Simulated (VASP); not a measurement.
# Bi (Immm) in VASP: a series of runs, part 2 of 3

VASP 6.6.1. The steps go on from the part before.

### 3 Single point, PBEsol+D3(BJ)

INCAR reads:

```
PREC     = Accurate       # precision mode
ENCUT    = 520            # plane-wave cutoff, eV
EDIFF    = 1E-7           # SCF threshold, eV
ISMEAR   = 0              # smearing method
SIGMA    = 0.15           # smearing width, eV
LREAL    = F              # projectors in reciprocal space
LASPH    = T              # aspherical terms in the spheres
NELM     = 60             # most SCF steps
ALGO     = Fast           # electronic algorithm
ISIF     = 2              # what is computed and relaxed
LWAVE    = F              # write WAVECAR
LCHARG   = F              # write CHGCAR
GGA      = PS             # functional
IVDW     = 12             # dispersion correction
NBANDS   = 14             # bands
```

KPOINTS reads:

```
regular mesh
0
Gamma
  16 16 16
```

POSCAR reads:

```
Bi
1.0
   -1.8500881057      2.0424749518      1.8790423261
    1.8500881057     -2.0424749518      1.8790423261
    1.8500881057      2.0424749518     -1.8790423261
Bi
1
Direct
    0.0000000000      0.0000000000      0.0000000000
```

Potentials or basis: VASP PAW PBE potentials, release 64 (Bi_d).

On the command line:

```bash
> cat potpaw_PBE.64/Bi_d/POTCAR > POTCAR
> mpirun -np 1 vasp_std > vasp.out
```

OUTCAR:

```text
PREC = Accurate
   ENCUT = 520
   EDIFF = 1E-7
   ISMEAR = 0
   LREAL = F
   LASPH = T
   NELM = 60
   ISIF = 2
   GGA = PS
   IVDW = 12
 IVDW          = 12

 ion  position               nearest neighbor table
   1  0.000  0.000  0.000-

  LATTYP: Found a body centered orthorhombic cell.
 ALAT       =     3.7001762114
 B/A-ratio  =     1.0156501846
 C/A-ratio  =     1.1039879374

  Lattice vectors:

 A1 = (  -1.8500881057,  -2.0424749518,   1.8790423261)
 A2 = (   1.8500881057,  -2.0424749518,  -1.8790423261)
 A3 = (   1.8500881057,   2.0424749518,   1.8790423261)

Analysis of symmetry for initial positions (statically):
=====================================================================
 Subroutine PRICEL returns:
 Original cell was already a primitive cell.

 Routine SETGRP: Setting up the symmetry group for a
 body centered orthorhombic supercell.

 Subroutine GETGRP returns: Found  8 space group operations
 (whereof  8 operations were pure point group operations)
 out of a pool of  8 trial point group operations.

The static configuration has the point symmetry D_2h.

Analysis of symmetry for dynamics (positions and initial velocities):
=====================================================================
 Subroutine PRICEL returns:
 Original cell was already a primitive cell.

 Routine SETGRP: Setting up the symmetry group for a
 body centered orthorhombic supercell.

 Subroutine GETGRP returns: Found  8 space group operations
 (whereof  8 operations were pure point group operations)
 out of a pool of  8 trial point group operations.

The dynamic configuration has the point symmetry D_2h.

 Subroutine INISYM returns: Found  8 space group operations
 (whereof  8 operations are pure point group operations),
 and found     1 'primitive' translations

----------------------------------------------------------------------------------------

                                     Primitive cell

  volume of cell :      28.4018

  direct lattice vectors                    reciprocal lattice vectors
    -1.850088106  2.042474952  1.879042326     0.000000000  0.244801044  0.266092995
     1.850088106 -2.042474952  1.879042326     0.270257399  0.000000000  0.266092995
     1.850088106  2.042474952 -1.879042326     0.270257399  0.244801044  0.000000000

  length of vectors
     3.335465483  3.335465483  3.335465483     0.361570232  0.379268432  0.364645873

  position of ions in fractional coordinates (direct lattice)
     0.000000000  0.000000000  0.000000000

  ion indices of the primitive-cell ions
   primitive index   ion index
                 1           1

----------------------------------------------------------------------------------------

 KPOINTS: regular mesh

Automatic generation of k-mesh.
 Grid dimensions read from file:
 generate k-points for:   16   16   16

 Generating k-lattice:

  Cartesian coordinates                     Fractional coordinates (reciprocal lattice)
     0.000000000  0.015300065  0.016630812     0.062500000  0.000000000  0.000000000
     0.016891087  0.000000000  0.016630812     0.000000000  0.062500000  0.000000000
     0.016891087  0.015300065  0.000000000     0.000000000  0.000000000  0.062500000

  Length of vectors
     0.022598140  0.023704277  0.022790367

  Shift w.r.t. Gamma in fractional coordinates (k-lattice)
     0.000000000  0.000000000  0.000000000

 Subroutine IBZKPT returns following result:
 ===========================================

 Found    621 irreducible k-points:

 Following reciprocal coordinates:
            Coordinates               Weight
  0.000000  0.000000  0.000000      1.000000
  0.062500  0.000000  0.000000      4.000000
  0.125000  0.000000  0.000000      4.000000
  0.187500  0.000000  0.000000      4.000000
  0.250000  0.000000  0.000000      4.000000
  0.312500  0.000000  0.000000      4.000000
[... 16 lines left out ...]
 -0.187500  0.062500  0.000000      8.000000
 -0.125000  0.062500  0.000000      8.000000
 [... further k-points ...]
   k-points           NKPTS =    621   k-points in BZ     NKDIM =    621   number of bands    NBANDS=     14
   number of dos      NEDOS =    301   number of ions     NIONS =      1
   total plane-waves  NPLWV =  21952
   dimension x,y,z NGX =    28 NGY =   28 NGZ =   28
   dimension x,y,z NGXF=    56 NGYF=   56 NGZF=   56
   ions per type =               1
   NGX,Y,Z   is equivalent  to a cutoff of  13.96, 13.96, 13.96 a.u.
   NGXF,Y,Z  is equivalent  to a cutoff of  27.91, 27.91, 27.91 a.u.
 SYSTEM =  unknown system
   PREC   = accura    normal or accurate (medium, high low for compatibility)
   ISTART =      0    job   : 0-new  1-cont  2-samecut
   ICHARG =      2    charge: 1-file 2-atom 10-const
   ISPIN  =      1    spin polarized calculation?
   LNONCOLLINEAR =      F non collinear calculations
   LSORBIT =      F    spin-orbit coupling
   LASPH  =      T    aspherical Exc in radial PAW
   ENCUT  =  520.0 eV  38.22 Ry    6.18 a.u.   6.20  6.20  6.20*2*pi/ulx,y,z
   NELM   =     60;   NELMIN=  2; NELMDL= -5     # of ELM steps
   EDIFF  = 0.1E-06   stopping-criterion for ELM
   LREAL  =      F    real-space projection
   EDIFFG = 0.1E-05   stopping-criterion for IOM
   NSW    =      0    number of steps for IOM
   IBRION =     -1    ionic relax: 0-MD 1-quasi-New 2-CG
   NFREE  =      0    steps in history (QN), initial steepest desc. (CG)
   ISIF   =      2    stress and relaxation
   ISYM   =      2    0-nonsym 1-usesym 2-fastsym
   POTIM  = 0.5000    time-step for ionic-motion
   TEBEG  =    0.0;   TEEND  =   0.0 temperature during run
   PSTRESS=    0.0 pullay stress
   NELECT =      15.0000    total number of electrons
   NUPDOWN=      -1.0000    fix difference up-down
   EMIN   =  10.00;   EMAX   =-10.00  energy-range for DOS
   EFERMI =   0.00;   METHOD = LEGACY
   ISMEAR =     0;   SIGMA  =   0.15  broadening in eV -4-tet -1-fermi 0-gaus
   EFERMI_NEDOS =   21; number of points for ismear=-14 and -15
   IALGO  =     68    algorithm
   IMIX   =      4    mixing-type and parameters
     AMIX     =   0.40;   BMIX     =  1.00
     AMIX_MAG =   1.60;   BMIX_MAG =  1.00
  volume/ion in A,a.u.               =      28.40       191.66
  Fermi-wavevector in a.u.,A,eV,Ry     =   1.323295  2.500665 23.825294  1.751110
  Thomas-Fermi vector in A             =   2.452914
   LORBIT       =      0    0 simple, 1 ext, 2 COOP (PROOUT), +10 PAW based schemes
   GGA     = PS    functional components
   LHFCALC =     F    Hartree Fock is set to
   AEXX    =    0.0000 exact exchange contribution
   IVDW    =    12    specifies the selected vdW correction
   LEPSILON=     F    determine dielectric tensor
   LRPA    =     F    only Hartree local field effects (RPA)
 non-spin polarized calculation
 RMM-DIIS sequential band-by-band and
 Gauss-broadening in eV      SIGMA  =   0.15
  energy-cutoff  :      520.00
  volume of cell :       28.40
 maximum number of plane-waves:       777
 NGX is ok and might be reduce to    28
   NGX = 13   NGY = 13   NGZ = 13

 number of electron      15.0000002 magnetization

 Free energy of the ion-electron system (eV)
  ---------------------------------------------------
  ext. energy  EPLUGINS =         0.00000000
  ---------------------------------------------------
  free energy    TOTEN  =        -4.19391428 eV

  energy without entropy =       -4.18710581  energy(sigma->0) =       -4.19051004

 E-fermi :   8.9342     XC(G=0): -10.8822

 val. band max:        8.9230596616   @ k =  -0.2500   0.4375   0.2500
 cond. band min:       8.9351562695   @ k =   0.5000   0.3125   0.0625
 fundamental gap:      0.0120966079
 Fermi energy:         8.9341805992

 k-point     1 :       0.0000    0.0000    0.0000
  band No.  band energies     occupation
      1     -14.1105      2.00000
      2     -14.1040      2.00000
      3     -14.0707      2.00000
      4     -13.9524      2.00000
      5     -13.9122      2.00000
      6      -5.2759      2.00000
      7      14.5108      0.00000
      8      14.7197      0.00000
      9      14.8802      0.00000
     10      18.7724      0.00000
     11      19.1727      0.00000
     12      19.9189      0.00000
     13      20.0787      0.00000
     14      20.5710      0.00000
[... 377 lines left out ...]
      1     -14.1024      2.00000
      2     -14.0947      2.00000
      3     -14.0534      2.00000
      4     -13.9574      2.00000
      5     -13.9172      2.00000
      6      -5.0508      2.00000
      7      12.6167      0.00000
      8      13.9459      0.00000
      9      14.4947      0.00000
     10      18.0724      0.00000
     11      18.9973      0.00000
     12      20.0149      0.00000
     13      20.2125      0.00000
     14      21.3671      0.00000

 [... further k-points ...]

------------------------ aborting loop because EDIFF is reached ----------------------------------------

 Edisp (eV)   -0.57615

 E8    (eV) :    -0.4124

  FORCE on cell =-STRESS in cart. coord.  units (eV):
  Direction    XX          YY          ZZ          XY          YZ          ZX
  --------------------------------------------------------------------------------------
  -------------------------------------------------------------------------------------
  Total       0.22473    -0.15323     0.15820     0.00000     0.00000    -0.00000
  in kB      12.67707    -8.64403     8.92419     0.00000     0.00000    -0.00000
  external pressure =        4.32 kB  Pullay stress =        0.00 kB

 VOLUME and BASIS-vectors are now :
 -----------------------------------------------------------------------------
  energy-cutoff  :      520.00
  volume of cell :       28.40
      direct lattice vectors                 reciprocal lattice vectors
    -1.850088106  2.042474952  1.879042326     0.000000000  0.244801044  0.266092995
     1.850088106 -2.042474952  1.879042326     0.270257399  0.000000000  0.266092995
     1.850088106  2.042474952 -1.879042326     0.270257399  0.244801044  0.000000000

 POSITION                                       TOTAL-FORCE (eV/Angst)
 -----------------------------------------------------------------------------------
      0.00000      0.00000      0.00000         0.000000     -0.000000      0.000000
 -----------------------------------------------------------------------------------
    total drift:                                0.000000     -0.000000      0.000000

  FREE ENERGIE OF THE ION-ELECTRON SYSTEM (eV)
  ---------------------------------------------------
  free  energy   TOTEN  =        -4.7700660709 eV

  energy  without entropy=       -4.7632575954  energy(sigma->0) =       -4.76666183
```

Run time: 2.6 min. Hardware: 1 thread of AMD EPYC 9R45 (Zen 5), shared host; peak memory 0.31 GiB.

Results:

| Property | Result |
| --- | --- |
| Free energy | -4.7701 eV |
| Pressure | 0.4 GPa |
| Band gap on the k mesh | zero (an odd number of electrons rules out a gap without spin polarisation) |
| Dispersion energy per atom | -0.576 eV |

Stress tensor (GPa, compression positive):
```
 1.27  0.00  0.00
 0.00 -0.86  0.00
 0.00  0.00  0.89
```

Caveat: the cell differs from its parent crystal (strain +e along x and -e along y -0.0500, strain +e along z and -e/2 along x and y -0.0233); the PAW data sets were made with another functional, which shifts forces and pressure a little; spin-orbit coupling is left out, which moves the levels of the heavy elements.

(Part 2 of 3 ends here.)
